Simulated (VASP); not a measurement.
Wanted: the native input for a VASP 6.6.1 run.

* Task: single point
* Functional: PBE
* Potentials or basis: VASP PAW PBE potentials, release 64 (Zn, O)
* Cutoff: 520 eV
* k mesh: 4 × 4 × 4
* Occupations: gaussian, width 0.1 eV
* Spin: no spin polarisation
* Dipole correction: no
* Further INCAR settings: ALGO = Normal; EDIFF = 1e-06; NBANDS = 42

The structure of Zn5O lies in POSCAR:

```
Zn5O
1.0
    5.9941773622      0.0000000000      0.0000000000
    0.0000000000      5.9941773622      0.0000000000
    0.0000000000      0.0000000000      2.9448749098
Zn O
5 1
Direct
    0.2806373505      0.2806373505      0.5000000000
    0.7193626495      0.7193626495      0.5000000000
    0.2806373505      0.7193626495      0.5000000000
    0.7193626495      0.2806373505      0.5000000000
    0.0000000000      0.0000000000      0.5000000000
    0.5000000000      0.5000000000      0.0000000000
```

The cell was built from a structure type or drawn by symmetry, and may not be a known phase.

One way to write it, as run:

INCAR

```
PREC = Accurate ; ENCUT = 520
EDIFF = 1E-6 ; ISMEAR = 0
SIGMA = 0.1 ; LREAL = F
LASPH = T ; NELM = 80
ALGO = Normal ; ISIF = 2
LWAVE = F ; LCHARG = F
GGA = PE ; NBANDS = 42
```

KPOINTS

```
Automatic mesh
0
Gamma
  4 4 4
```

Potentials or basis: VASP PAW PBE potentials, release 64 (Zn, O).

Run with:

```console
$ cat potpaw_PBE.64/Zn/POTCAR potpaw_PBE.64/O/POTCAR > POTCAR
$ mpirun -np 1 vasp_std > vasp.out
```

Results of the run:

| Item | Value |
| --- | --- |
| Pressure | 0.2 GPa |
| Largest force | 0.004 eV/Å |
| Band gap on the k mesh | zero (bands 33 and 34 overlap by 2.07 eV) |

Caveat: the k points lie up to 0.53 Å⁻¹ apart, too coarse for converged energies and pressures of a metal.

Wall time 2.4 min on 1 thread of Intel Xeon 8259CL, on a shared host, peak memory 0.25 GiB.
